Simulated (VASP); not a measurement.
The system is PrBe3Si.

```xyz
10
Lattice="0.0000 4.0066 4.0066 4.0066 0.0000 4.0066 4.0066 4.0066 0.0000" Properties=species:S:1:pos:R:3 pbc="T T T"
Pr    6.0099    6.0099    6.0099
Pr    2.0033    2.0033    2.0033
Be    5.7351    4.0066    4.0066
Be    2.2781    4.0066    4.0066
Be    4.0066    5.7351    4.0066
Be    4.0066    2.2781    4.0066
Be    4.0066    4.0066    5.7351
Be    4.0066    4.0066    2.2781
Si    0.0000    0.0000    0.0000
Si    4.0066    4.0066    4.0066
```

The cell was generated, and may not be a known phase.

```yaml
Program: VASP 6.6.1
Task: relaxation of cell and atoms
Functional: PBE
Potentials_or_basis: VASP PAW PBE potentials, release 64 (Pr_3, Be, Si), 4f in core
Cutoff: 600 eV
k_mesh: 4 × 4 × 4
Occupations: gaussian, width 0.2 eV
Spin: no spin polarisation
```

At the start: pressure 34.1 GPa; volume 12.86 Å³/atom.

Q: How do energy, volume and symmetry change on relaxing?

A: Over 7 steps the energy falls by 593.1 meV/atom and the volume is 15.78 Å³/atom (+22.7 %); space group Fm-3m (No. 225, to 0.1 Å) before, Pm-3m (No. 221, to 0.1 Å).

Step by step:
| step | energy change (eV) | largest force (eV/Å) | pressure (GPa) | volume (Å³) |
| --- | --- | --- | --- | --- |
| 1 | 0.0000 | 5.4874 | 34.10 | 128.64 |
| 2 | -5.0711 | 0.0401 | -8.55 | 186.63 |
| 3 | -5.6874 | 0.6186 | -2.63 | 166.51 |
| 4 | -5.6862 | 0.6591 | -2.27 | 165.69 |
| 5 | -5.8368 | 0.4803 | -0.61 | 160.77 |
| 6 | -5.8954 | 0.2450 | 1.64 | 155.43 |
| 7 | -5.9310 | 0.0408 | 0.40 | 157.82 |

Final structure:
```
Pr Be Si
1.0
     0.00000    4.28920    4.28920
     4.28920    0.00000    4.28920
     4.28920    4.28920    0.00000
Pr Be Si
2 6 2
Direct
  0.75000 0.75000 0.75000
  0.25000 0.25000 0.25000
  0.25063 0.74936 0.74936
  0.74936 0.25063 0.25063
  0.74936 0.25063 0.74936
  0.25063 0.74936 0.25063
  0.74936 0.74936 0.25063
  0.25063 0.25063 0.74936
  0.00000 0.00000 0.00000
  0.50000 0.50000 0.50000
```

Caveat: the volume moved by over 15 % at a fixed basis, so the end points are rough; the relaxation stopped at a loose force limit of 0.08 eV/Å, so its end isn't a converged minimum.
